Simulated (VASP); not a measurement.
# B (P6_3mc) in VASP: a series of runs, part 2 of 2

VASP 6.6.1. The steps go on from the part before.

## Step 3: Single point, PBE

This run uses another cell than the first one, of 11.12 Å³/atom.

File INCAR:

```
  ALGO = Normal
  EDIFF = 1E-6
  ENCUT = 520
  GGA = PE
  ISIF = 2
  ISMEAR = 0
  LASPH = True
  LCHARG = False
  LREAL = False
  LWAVE = False
  NBANDS = 18
  NELM = 60
  PREC = Accurate
  SIGMA = 0.1
```

File KPOINTS:

```
k-points
0
Gamma
  12 12 2
```

File POSCAR:

```
B
1.0
    1.7144520787      0.0000000022      0.0000000000
   -0.8572260413      1.4847590526      0.0000000000
    0.0000000000      0.0000000000     26.2082946246
B
6
Direct
    0.6666666667      0.3333333333      0.8337771021
    0.3333333333      0.6666666667      0.6666974376
    0.6666666667      0.3333333333      0.1666974376
    0.3333333333      0.6666666667     -0.0001416797
    0.6666666667      0.3333333333      0.4998583203
    0.3333333333      0.6666666667      0.3337771021
```

Potentials or basis: VASP PAW PBE potentials, release 64 (B).

On the command line:

```bash
$ cat potpaw_PBE.64/B/POTCAR > POTCAR
$ mpirun -np 1 vasp_std > vasp.out
```

OUTCAR:

```text
EDIFF = 1E-6
   ENCUT = 520
   GGA = PE
   ISIF = 2
   ISMEAR = 0
   LASPH = True
   LREAL = False
   NELM = 60
   PREC = Accurate

 ion  position               nearest neighbor table
   1  0.667  0.333  0.834-
   2  0.333  0.667  0.667-
   3  0.667  0.333  0.167-
   4  0.333  0.667  1.000-
   5  0.667  0.333  0.500-
   6  0.333  0.667  0.334-

  LATTYP: Found a hexagonal cell.
 ALAT       =     1.7144520787
 C/A-ratio  =    15.2866883538

  Lattice vectors:

 A1 = (   1.7144520787,   0.0000000022,   0.0000000000)
 A2 = (  -0.8572260413,   1.4847590526,   0.0000000000)
 A3 = (   0.0000000000,   0.0000000000,  26.2082946246)

Analysis of symmetry for initial positions (statically):
=====================================================================
 Subroutine PRICEL returns:
 Original cell was already a primitive cell.

[... 179 lines left out ...]

 E-fermi :   3.6883     XC(G=0):  -8.8472

 val. band max:        3.6434004297   @ k =   0.3333   0.2500   0.0000
 cond. band min:       4.2768832392   @ k =   0.2500   0.1667   0.0000
 fundamental gap:      0.6334828096
 Fermi energy:         3.6883453024

 k-point     1 :       0.0000    0.0000    0.0000
  band No.  band energies     occupation
      1     -13.1594      2.00000
      2     -13.1430      2.00000
      3     -13.1422      2.00000
      4     -13.1092      2.00000
      5     -13.1077      2.00000
      6     -13.0911      2.00000
[... 481 lines left out ...]
      5      -8.2775      2.00000
      6      -8.2775      2.00000
[... 10 lines left out ...]
     17      10.7270      0.00000
     18      10.7270      0.00000

 [... further k-points ...]

------------------------ aborting loop because EDIFF is reached ----------------------------------------

  FORCE on cell =-STRESS in cart. coord.  units (eV):
  Direction    XX          YY          ZZ          XY          YZ          ZX
  --------------------------------------------------------------------------------------
  -------------------------------------------------------------------------------------
  Total        0.0181200      0.0181200      0.1087862     -0.0000000      0.0000000     -0.0000000
  in kB        0.4351593      0.4351593      2.6125470     -0.0000000      0.0000000     -0.0000000
  external PRESSURE =       1.1609552 kB  Pullay stress =       0.0000000 kB

 VOLUME and BASIS-vectors are now :
 -----------------------------------------------------------------------------
  energy-cutoff  :      520.00
  volume of cell :       66.71
      direct lattice vectors                 reciprocal lattice vectors
     1.714452079  0.000000002  0.000000000     0.583276728  0.336754977  0.000000000
    -0.857226041  1.484759053  0.000000000    -0.000000001  0.673509953  0.000000000
     0.000000000  0.000000000 26.208294625     0.000000000  0.000000000  0.038155859

 POSITION                                       TOTAL-FORCE (eV/Angst)
 -----------------------------------------------------------------------------------
      0.85723      0.49492     21.85188         0.000000      0.000000     -0.000598
     -0.00000      0.98984     17.47300        -0.000000     -0.000000      0.000088
      0.85723      0.49492      4.36886         0.000000     -0.000000      0.000088
     -0.00000      0.98984     26.20458         0.000000     -0.000000      0.000510
      0.85723      0.49492     13.10043        -0.000000      0.000000      0.000510
     -0.00000      0.98984      8.74773        -0.000000     -0.000000     -0.000598
 -----------------------------------------------------------------------------------
    total drift:                               -0.000000      0.000000     -0.000001

  FREE ENERGIE OF THE ION-ELECTRON SYSTEM (eV)
  ---------------------------------------------------
  free  energy   TOTEN  =       -35.9019931611 eV

  energy  without entropy=      -35.8793754262  energy(sigma->0) =      -35.89068429
```

stdout:

```text
POSCAR found type information on POSCAR B
 POSCAR found :  1 types and       6 ions
 scaLAPACK will be used
 LDA part: xc-table for (Slater+PW92), standard interpolation
 POSCAR, INCAR and KPOINTS ok, starting setup
 FFT: planning ... GRIDC
 FFT: planning ... GRID_SOFT
 FFT: planning ... GRID
 WAVECAR not read
 entering main loop
```

Run time: 28 s. Hardware: 1 thread of Intel Xeon Platinum 8488C (Sapphire Rapids), shared host; peak memory 0.18 GiB.

Results:

```yaml
Free_energy: -35.9020 eV
Pressure: 0.1 GPa
Band_gap_on_the_k_mesh: zero (bands 9 and 10 overlap by 11.03 eV)
```

Levels at points of the mesh, in eV from the Fermi level:
| k point | band 8 | band 9 | band 10 | band 11 | band 12 | band 13 | band 14 | band 15 | band 16 | band 17 |
| --- | --- | --- | --- | --- | --- | --- | --- | --- | --- | --- |
| (0.00, 0.00, 0.00) | -7.73 | -7.73 | -7.41 | -7.40 | -7.23 | 1.90 | 2.56 | 2.57 | 4.29 | 4.31 |
| (0.50, 0.00, 0.00) | 1.34 | 1.34 | 1.36 | 1.36 | 1.37 | 5.66 | 5.70 | 5.70 | 5.77 | 5.78 |
| (0.00, 0.00, 0.50) | -7.84 | -7.57 | -7.57 | -7.28 | -7.28 | 2.07 | 2.07 | 3.33 | 3.33 | 5.33 |
| (0.50, 0.00, 0.50) | 1.33 | 1.35 | 1.35 | 1.37 | 1.37 | 5.67 | 5.67 | 5.74 | 5.74 | 5.80 |

Caveat: this functional lacks dispersion, which binds the layers, so the pressure and a relaxed spacing across them are unreliable.
